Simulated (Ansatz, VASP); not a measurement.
One calculation of Sn2GeO3, two programs

```
Sn Ge O
1.0
     4.11186    0.00000    0.00000
    -2.05593    3.56097    0.00000
     0.00000    0.00000    5.99294
Sn Ge O
2 1 3
Cartesian
  2.0559 1.1870 4.0695
  0.0000 2.3740 1.9235
  0.0000 0.0000 0.0000
  0.0000 0.0000 2.9965
  2.0559 1.1870 1.9866
  0.0000 2.3740 4.0063
```

Change from the starting cell: species swapped into the Li3NdSb2 type (P-3m1, No. 164).

Alike in both runs: functional PBE; k mesh 6 × 6 × 4; occupations gaussian, width 0.1 eV; no spin polarisation.

Ansatz relaxed the structure, and its values are those at the end. VASP's run is a single point on that final structure, the one shown.

```csv
,VASP,Ansatz
version,VASP 6.6.1,Ansatz 0.2.0
potentials or method,"VASP PAW PBE potentials, release 64 (Sn_d, Ge_d, O), cutoff 520 eV","scalar-relativistic, plane waves, PAW"
valence electrons in the cell,60,60
```

|  | VASP | Ansatz | Ansatz less VASP |
| --- | --- | --- | --- |
| gap on the k mesh at the Fermi level (eV) | none | none | - |
| pressure (GPa) | 0.2 | 0.1 | -0.13 |
| rms of the force components (eV/Å) | 0.029 | 0.002 | -0.0268 |

A gap of «none» marks a metal or a gap that the smearing closes. With one functional, cell and mesh, what is left measures potentials, basis and numerics.
